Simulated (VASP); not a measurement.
Wanted: the native input for a VASP 6.6.1 run.

- Task: relaxation of cell and atoms
- Functional: PBEsol
- Potentials or basis: VASP PAW PBE potentials, release 64 (Ir)
- Cutoff: 600 eV
- k mesh: 18 × 18 × 18
- Occupations: gaussian, width 0.1 eV
- Spin: no spin polarisation
- Dipole correction: no
- Further INCAR settings: ALGO = Normal; EDIFF = 1e-07; IBRION = 2; EDIFFG = -0.01; NSW = 80; ISIF = 3

The structure of Ir lies in POSCAR:

```
Ir
1.0
    0.0000000000      1.9174316251      1.9174316251
    1.9174316251      0.0000000000      1.9174316251
    1.9174316251      1.9174316251      0.0000000000
Ir
1
Direct
    0.0000000000      0.0000000000      0.0000000000
```

The input as run:

INCAR

```
SYSTEM = Ir
ALGO = Normal ; EDIFF = 1E-7
EDIFFG = -0.01 ; ENCUT = 600
GGA = PS ; IBRION = 2
ISIF = 3 ; ISMEAR = 0
LASPH = .TRUE. ; LCHARG = .FALSE.
LREAL = .FALSE. ; LWAVE = .FALSE.
NELM = 60 ; NSW = 80
PREC = Accurate ; SIGMA = 0.1
```

KPOINTS

```
k-points
0
G
  18 18 18
  0 0 0
```

Potentials or basis: VASP PAW PBE potentials, release 64 (Ir).

The run is started by

```console
$ cat potpaw_PBE.64/Ir/POTCAR > POTCAR
$ mpirun -np 1 vasp_std > vasp.out
```

It gave:

```json
{
  "Relaxed volume": "14.09 Å³/atom",
  "Relaxed cell": "a = 2.711 Å, b = 2.711 Å, c = 2.711 Å, α = 60.00°, β = 60.00°, γ = 60.00°",
  "Space group after relaxing (to 0.05 Å)": "Fm-3m (No. 225)",
  "Energy gained by relaxing": "0.0 meV/atom",
  "Ionic steps": "3",
  "Pressure after relaxing": "0.0 GPa"
}
```

Caveat: the PAW data sets were made with another functional, which shifts forces and pressure a little.

Run time: 24 s on 1 thread of Intel(R) Xeon(R) Platinum 8375C CPU @ 2.90GHz (Ice Lake), with other jobs on the host, peak memory 0.16 GiB.
